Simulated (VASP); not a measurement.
## NaH: single point with PBE

Crystal: NaH.

```
Na H
1.0
    -2.44091    4.89884    2.46965
     2.40678   -2.47370    4.95371
     2.45434    2.46916   -0.02605
Na H
4 4
Direct
  0.99488 0.99358 0.01374
  0.99894 0.49465 0.51944
  0.50801 0.73858 0.72815
  0.49899 0.23548 0.26169
  0.23768 0.36411 0.86355
  0.23165 0.85758 0.39586
  0.73965 0.10574 0.66228
  0.73832 0.62103 0.13891
```

```
Program             : VASP 6.6.1
Task                : single point
Functional          : PBE
Potentials or basis : VASP PAW PBE potentials, release 64 (Na_pv, H)
Cutoff              : 520 eV
k mesh              : 3 × 3 × 4
Occupations         : fermi-dirac, width 0.05 eV
Spin                : no spin polarisation
```

```yaml
Pressure: -1.1 GPa
Largest_force: 0.218 eV/Å
Band_gap_on_the_k_mesh: 3.69 eV
```

Forces in eV/Å, atoms in the order of the input:
```
Na  -0.045  0.054 -0.018
Na  -0.042 -0.040  0.004
Na   0.199 -0.035 -0.084
Na   0.052 -0.068 -0.031
H    0.025  0.123  0.005
H   -0.054  0.016  0.107
H   -0.034 -0.105  0.084
H   -0.101  0.054 -0.067
```

Stress tensor (GPa, compression positive):
```
-0.86 -0.18  0.26
-0.18 -1.07  0.19
 0.26  0.19 -1.25
```

Levels at points of the mesh, in eV from the valence-band top:
```tsv
k point	band 12	band 13	band 14	band 15	band 16	band 17	band 18	band 19	band 20	band 21
(0.00, 0.00, 0.00)	-22.14	-3.45	-0.81	-0.64	-0.54	3.69	4.88	4.99	7.51	7.60
(0.00, 0.00, 0.50)	-22.16	-1.06	-0.93	-0.18	-0.11	5.00	5.09	5.27	5.40	6.63
```

Run time: 76 s on 1 thread of AMD EPYC 7R43 64-Core Processor (Zen 3), on a shared host, peak memory 0.2 GiB.

Caveat: the k points lie up to 0.47 Å⁻¹ apart. A k mesh can miss the band edges.
